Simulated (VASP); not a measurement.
A run of VASP 6.6.1 is set up as follows.

INCAR

```
SYSTEM = Ge
PREC = Accurate
ENCUT = 520
EDIFF = 1E-6
ISMEAR = -1
SIGMA = 0.05
LREAL = Auto
LASPH = .True.
NELM = 80
ALGO = Normal
ISIF = 2
LWAVE = .False.
LCHARG = .False.
GGA = PS
NELECT = 239.0
NBANDS = 133
```

The input KPOINTS:

```
Automatic mesh
0
Gamma
  2 2 2
  0.5 0.5 0.5
```

Contents of POSCAR:

```
Ge
1.0
   11.3511840000      0.0000000000      0.0000000000
    0.0000000000      5.6755920000      0.0000000000
    0.0000000000      0.0000000000      5.6755920000
Ge
17
Direct
    0.9990990000      0.0086370000      0.0031910000
    0.5027290000      0.9940430000      0.9959640000
    0.1212890000      0.2462290000      0.2503280000
    0.6318960000      0.2478160000      0.2621430000
    0.2529820000      0.4932520000      0.0001360000
    0.7502050000      0.5076500000      0.9963650000
    0.3712720000      0.7498070000      0.2602770000
    0.8726790000      0.7421310000      0.2630190000
    0.2552400000      0.9931490000      0.4959350000
    0.7496390000      0.9934880000      0.4980140000
    0.3735210000      0.2455740000      0.7560040000
    0.8753380000      0.2501820000      0.7420620000
    0.0045930000      0.4962260000      0.5002100000
    0.5001980000      0.4933210000      0.5049890000
    0.1253880000      0.7451140000      0.7444130000
    0.6222580000      0.7548640000      0.7570930000
    0.6203130000      0.8729450000      0.2377550000
```

Potentials or basis: VASP PAW PBE potentials, release 64 (Ge_d).

Launch:

```sh
$ cat potpaw_PBE.64/Ge_d/POTCAR > POTCAR
$ mpirun -np 1 vasp_std > vasp.out
```

(1) What does it give for the largest force?

Answers

(1) 8.293 eV/Å.

Caveat: the k points lie up to 0.55 Å⁻¹ apart; the cell carries a net charge on a neutralising background, which shifts energy and pressure; the PAW data sets were made with another functional, which shifts forces and pressure a little.
